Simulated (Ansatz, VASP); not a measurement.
Gd in VASP and in Ansatz

File INCAR:

```
PREC = Accurate ; ENCUT = 520
EDIFF = 1E-6 ; ISMEAR = 0
SIGMA = 0.05 ; LREAL = F
LASPH = T ; NELM = 150
ALGO = Normal ; ISIF = 2
LWAVE = F ; LCHARG = F
ISPIN = 2 ; MAGMOM = 7 -7
LORBIT = 11 ; LMAXMIX = 6
GGA = PE ; NBANDS = 29
```

Contents of KPOINTS:

```
regular mesh
0
Gamma
  14 14 7
```

Contents of POSCAR:

```
Gd
1.0
    0.0000000000      2.5408337054      2.5408337054
    2.5408337054      0.0000000000      2.5408337054
    5.0816674108      5.0816674108      0.0000000000
Gd
2
Direct
    0.0000000000      0.0000000000      0.0000000000
    0.0000000000      0.0000000000      0.5000000000
```

Input for Ansatz:

```yaml
crystal:
  lattice:
    - [0.0, 2.5408337054, 2.5408337054]
    - [2.5408337054, 0.0, 2.5408337054]
    - [5.0816674108, 5.0816674108, 0.0]
  atoms:
    - { symbol: Gd, position: [0.0, 0.0, 0.0], spin: 7.0 }
    - { symbol: Gd, position: [0.0, 0.0, 0.5], spin: -7.0 }
basis:
  ecutwfc: 420
  ecutrho_ratio: 4
kpoints:
  mp_grid: { grid: [14, 14, 7] }
hamiltonian:
  xc: pbe
scf:
  occupations: { method: gaussian, width: 0.05 }
output:
  forces: true
  stress: true
  eigenvalues: true
  populations: true
magnetization:
  spin_polarized: true
```

Alike in both runs: task single point; functional PBE; k mesh 14 × 14 × 7; occupations gaussian, width 0.05 eV; collinear spin.

|  | VASP | Ansatz |
| --- | --- | --- |
| version | VASP 6.6.1 | Ansatz 0.2.0 |
| potentials or method | VASP PAW PBE potentials, release 64 (Gd), cutoff 520 eV | scalar-relativistic, plane waves, PAW |
| valence electrons in the cell | 36 | 36 |

VASP gave:

```
pressure (GPa)                                                : -1.8
traceless stress, the component that is largest in VASP (GPa) : 0.25
net moment per atom (μB)                                      : 0.00
size of the moment on the site where the two differ most (μB) : 6.93
```

Which values does Ansatz return?

Pressure (GPa): -0.2; traceless stress, the component that is largest in VASP (GPa): 0.07; net moment per atom (μB): 0.00; size of the moment on the site where the two differ most (μB): 7.23.

Site moments also hang on the region over which each program counts them.

Spin-orbit coupling is off throughout.
